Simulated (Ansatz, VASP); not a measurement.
# Two plane-wave programs on GaH6

```
Ga H
1.0
     4.76423    0.00000    0.00000
     0.00000    4.76423    0.00000
     0.00000    0.00000    4.76423
Ga H
1 6
Direct
  0.00000 0.00000 0.00000
  0.07899 0.50000 0.50000
  0.50000 0.07899 0.50000
  0.92101 0.50000 0.50000
  0.50000 0.92101 0.50000
  0.50000 0.50000 0.07899
  0.50000 0.50000 0.92101
```

Change from the starting cell: species swapped into the LaB6 type (Pm-3m, No. 221).

Alike in both runs: functional PBE; k mesh 4 × 4 × 4; occupations gaussian, width 0.1 eV; no spin polarisation.

Ansatz relaxed the structure, and its values are those at the end. VASP's run is a single point on that final structure, the one shown.

```csv
,VASP,Ansatz
version,VASP 6.6.1,Ansatz 0.2.0
potentials or method,"VASP PAW PBE potentials, release 64 (Ga_d, H), cutoff 520 eV","scalar-relativistic, plane waves, PAW"
valence electrons in the cell,19,19
```

|  | VASP | Ansatz | Ansatz less VASP |
| --- | --- | --- | --- |
| gap on the k mesh at the Fermi level (eV) | none | none | - |
| pressure (GPa) | 0.0 | 0.1 | +0.14 |
| rms of the force components (eV/Å) | 0.026 | 0.020 | -0.0061 |

A gap of «none» marks a metal or a gap that the smearing closes. With one functional, cell and mesh, what is left measures potentials, basis and numerics.
